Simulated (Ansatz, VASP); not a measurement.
**Two plane-wave programs on CaPb2**

```
Ca Pb
1.0
     2.36885    1.36766    5.39966
    -2.36885    1.36766    5.39966
     0.00000   -2.73532    5.39966
Ca Pb
1 2
Cartesian
  0.0000 0.0000 0.0000
  0.0000 0.0000 12.7436
  0.0000 0.0000 3.4553
```

Alike in both runs: functional PBE; k mesh 12 × 12 × 12; occupations gaussian, width 0.1 eV; no spin polarisation.

Ansatz relaxed the structure, and its values are those at the end. VASP's run is a single point on that final structure, the one shown.

|  | VASP | Ansatz |
| --- | --- | --- |
| version | VASP 6.6.1 | Ansatz 0.2.0 |
| potentials or method | VASP PAW PBE potentials, release 64 (Ca_sv, Pb_d), cutoff 520 eV | scalar-relativistic, plane waves, PAW |
| valence electrons in the cell | 38 | 38 |

```tsv
	VASP	Ansatz	Ansatz less VASP
gap on the k mesh at the Fermi level (eV)	none	none	-
pressure (GPa)	0.0	0.0	+0.01
```

A gap of «none» marks a metal or a gap that the smearing closes. With one functional, cell and mesh, what is left measures potentials, basis and numerics.

Spin-orbit coupling is off throughout.
